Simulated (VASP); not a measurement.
**ZnS: single point with r2SCAN**

Crystal: ZnS.

```
Zn S
1.0
     3.80874    0.00000    0.00000
    -1.90437    3.29846    0.00000
     0.00000    0.00000   12.46647
Zn S
4 4
Direct
  0.00000 0.00000 0.00302
  0.00000 0.00000 0.49721
  0.33333 0.66667 0.25147
  0.66667 0.33333 0.74867
  0.00000 0.00000 0.17821
  0.00000 0.00000 0.69626
  0.33333 0.66667 0.43882
  0.66667 0.33333 0.93634
```

This cell differs from its parent crystal: mode 24 (340.4 1/cm) frozen in, largest displacement +0.113 Å.

```json
{
  "Program": "VASP 6.6.1",
  "Task": "single point",
  "Functional": "r2SCAN",
  "Potentials or basis": "VASP PAW PBE potentials, release 64 (Zn, S)",
  "Cutoff": "520 eV",
  "k mesh": "6 × 6 × 2",
  "Occupations": "gaussian, width 0.05 eV",
  "Spin": "no spin polarisation",
  "Dipole correction": "no",
  "Further INCAR settings": "ALGO = Normal; EDIFF = 1e-06; NBANDS = 46"
}
```

```
Pressure               : 0.4 GPa
Largest force          : 1.895 eV/Å
Band gap on the k mesh : 2.45 eV, direct
```

Forces in eV/Å, atoms in the order of the input:
```
Zn   0.000  0.000 -1.320
Zn   0.000  0.000  0.793
Zn   0.000  0.000 -0.521
Zn   0.000  0.000  0.433
S    0.000  0.000  1.895
S    0.000  0.000 -1.284
S    0.000  0.000 -0.207
S    0.000  0.000  0.211
```

Stress tensor (GPa, compression positive):
```
0.12 0.00 0.00
0.00 0.12 0.00
0.00 0.00 0.99
```

Levels at points of the mesh, in eV from the valence-band top:
| k point | band 33 | band 34 | band 35 | band 36 | band 37 | band 38 | band 39 | band 40 |
| --- | --- | --- | --- | --- | --- | --- | --- | --- |
| (0.00, 0.00, 0.00) | -0.63 | -0.18 | 0.00 | 0.00 | 2.45 | 3.34 | 3.81 | 4.22 |
| (0.50, 0.00, 0.00) | -1.85 | -1.77 | -1.23 | -0.92 | 3.34 | 3.55 | 3.93 | 4.63 |
| (0.00, 0.00, 0.50) | -0.52 | -0.52 | -0.03 | -0.03 | 3.01 | 3.40 | 3.59 | 4.06 |
| (0.50, 0.00, 0.50) | -1.85 | -1.59 | -1.49 | -0.98 | 3.60 | 3.97 | 4.09 | 4.55 |

It took 5.5 min on 1 thread of Intel Xeon 6975P-C, with other jobs on the host, peak memory 0.32 GiB.

Caveat: the cell differs from its parent crystal (mode 24 (340.4 1/cm) frozen in, largest displacement +0.113 Å); the PAW data sets were made with another functional, which shifts forces and pressure a little.
